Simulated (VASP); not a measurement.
Wanted: the native input for a VASP 6.6.1 run.

- Task: single point
- Functional: PBEsol
- Potentials or basis: VASP PAW PBE potentials, release 64 (Y_sv, Pb_d)
- Cutoff: 520 eV
- k mesh: 6 × 6 × 6
- Occupations: gaussian, width 0.05 eV
- Spin: no spin polarisation
- Dipole correction: no
- Further INCAR settings: ALGO = Normal; EDIFF = 1e-07; NBANDS = 34

The structure of YPb3 lies in POSCAR:

```
YPb3
1.0
    4.8390206452      0.0000000000      0.0000000000
    0.0000000000      4.8390206452      0.0000000000
    0.0000000000      0.0000000000      4.8390206452
Y Pb
1 3
Direct
    0.0000000000      0.0000000000      0.0000000000
    0.0000000000      0.5000000000      0.5000000000
    0.5000000000      0.5000000000      0.0000000000
    0.5000000000      0.0000000000      0.5000000000
```

These files were run (other wordings do the same):

INCAR

```
PREC = Accurate
ENCUT = 520
EDIFF = 1E-7
ISMEAR = 0
SIGMA = 0.05
LREAL = False
LASPH = True
NELM = 60
ALGO = Normal
ISIF = 2
LWAVE = False
LCHARG = False
GGA = PS
NBANDS = 34
```

KPOINTS

```
Automatic mesh
0
Gamma
  6 6 6
```

Potentials or basis: VASP PAW PBE potentials, release 64 (Y_sv, Pb_d).

Command:

```sh
$ cat potpaw_PBE.64/Y_sv/POTCAR potpaw_PBE.64/Pb_d/POTCAR > POTCAR
$ mpirun -np 1 vasp_std > vasp.out
```

It gave:

- Pressure: -1.2 GPa

Caveat: the PAW data sets were made with another functional, which shifts forces and pressure a little.

It took 33 s on 1 thread of Intel(R) Xeon(R) 6975P-C (Granite Rapids) (shared host), peak memory 0.25 GiB.
